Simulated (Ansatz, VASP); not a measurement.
# BN in VASP and in Ansatz

The input INCAR:

```
SYSTEM = BN
PREC = Accurate ; ENCUT = 520
EDIFF = 1E-7 ; ISMEAR = -1
SIGMA = 0.03 ; LREAL = .FALSE.
LASPH = .TRUE. ; NELM = 100
ALGO = Normal ; ISIF = 2
LWAVE = .FALSE. ; LCHARG = .FALSE.
GGA = PE ; NBANDS = 11
```

KPOINTS

```
regular mesh
0
G
  13 13 13
  0 0 0
```

Contents of POSCAR:

```
BN
1.0
    0.0000000000      1.8255750000      1.8075000000
    1.8255750000      0.0000000000      1.8075000000
    1.8255750000      1.8255750000      0.0000000000
B N
1 1
Direct
    0.0000000000      0.0000000000      0.0000000000
    0.7500000000      0.7500000000      0.7500000000
```

Input for Ansatz:

```yaml
crystal:
  lattice:
    - [0.0, 1.825575, 1.8075]
    - [1.825575, 0.0, 1.8075]
    - [1.825575, 1.825575, 0.0]
  atoms:
    - { symbol: B, position: [0.0, 0.0, 0.0] }
    - { symbol: "N", position: [0.75, 0.75, 0.75] }
kpoints:
  mp_grid: { grid: [13, 13, 13] }
  band_path:
    path:
      - [0.0, 0.0, 0.0]
      - [0.0, 0.5, 0.5]
      - [0.25, 0.75, 0.5]
      - [0.0, 0.5, 0.0]
      - [0.0, 0.0, 0.0]
      - [0.5, 0.5, 0.0]
      - [0.3775125, 0.6224875, 0.0]
      - [-0.3775125, 0.3775125, 0.0]
      - [0.0, 0.0, 0.0]
    npoints: 5
scf:
  occupations: { method: fermi_dirac, width: 0.03 }
hamiltonian:
  xc: pbe
  pseudopotentials: { kind: all_electron, lapw: { basis_error: 0.001 } }
output:
  forces: true
  stress: true
  eigenvalues: true
```

Change from the starting cell: equal xx and yy strain of +1 %.

Alike in both runs: task single point; functional PBE; k mesh 13 × 13 × 13; occupations fermi-dirac, width 0.03 eV; no spin polarisation.

|  | VASP | Ansatz |
| --- | --- | --- |
| version | VASP 6.6.1 | Ansatz 0.2.0 |
| potentials or method | VASP PAW PBE potentials, release 64 (B, N), cutoff 520 eV | all-electron LAPW, scalar-relativistic |

```tsv
	VASP	Ansatz	Ansatz less VASP
gap on the k mesh at the Fermi level (eV)	4.34	4.35	+0.008
pressure (GPa)	-4.1	-4.3	-0.21
traceless stress, the component that is largest in VASP (GPa)	3.95	3.95	+0.003
```

Ansatz ran all-electron here, and VASP with PAW potentials.
